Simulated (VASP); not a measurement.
## LiZn: elastic constants with LDA

Crystal: LiZn.

```
CELL_PARAMETERS angstrom
0.00000 2.96818 2.96818
2.96818 0.00000 2.96818
2.96818 2.96818 0.00000
ATOMIC_POSITIONS crystal
Li 0.50000 0.50000 0.50000
Li 0.75000 0.75000 0.75000
Zn 0.00000 0.00000 0.00000
Zn 0.25000 0.25000 0.25000
```

```
Program                   : VASP 6.6.1
Task                      : elastic constants
Functional                : LDA
Potentials or basis       : VASP PAW LDA potentials, release 64 (Li_sv, Zn)
Cutoff                    : 600 eV
k mesh                    : 8 × 8 × 8
Occupations               : fermi-dirac, width 0.08 eV
Spin                      : no spin polarisation
Dipole correction         : no
Ions in elastic constants : relaxed
Further INCAR settings    : ALGO = Normal; EDIFF = 1e-08; NBANDS = 23; IBRION = 6; POTIM = 0.015; NSW = 1; ISIF = 3
```

```json
{"Elastic constants C11, C12, C44": "87, 40, 67 GPa", "Voigt bulk modulus": "56 GPa", "Highest phonon frequency at Γ": "433 cm⁻¹"}
```

Phonon frequencies in cm⁻¹ (negative: imaginary):
| q point | frequencies |
| --- | --- |
| (0.000, 0.000, 0.000) | 0 0 0 163 163 163 300 300 300 433 433 433 |

Elastic tensor in Voigt notation (GPa, in the Cartesian axes of the cell as first typed):
```
87 40 40  0  0  0
40 87 40  0  0  0
40 40 87  0  0  0
 0  0  0 67  0  0
 0  0  0  0 67  0
 0  0  0  0  0 67
```

Clamped-ion elastic tensor (GPa):
```
87 40 40  0  0  0
40 87 40  0  0  0
40 40 87  0  0  0
 0  0  0 67  0  0
 0  0  0  0 67  0
 0  0  0  0  0 67
```

It took 11 min on 1 thread of Intel(R) Xeon(R) 6975P-C (Granite Rapids) (shared host), peak memory 0.44 GiB.

Caveat: the cutoff is under 1.25 times the usual one of these potentials, so pressure, stress and relaxed cells hold a basis-set (Pulay) error.
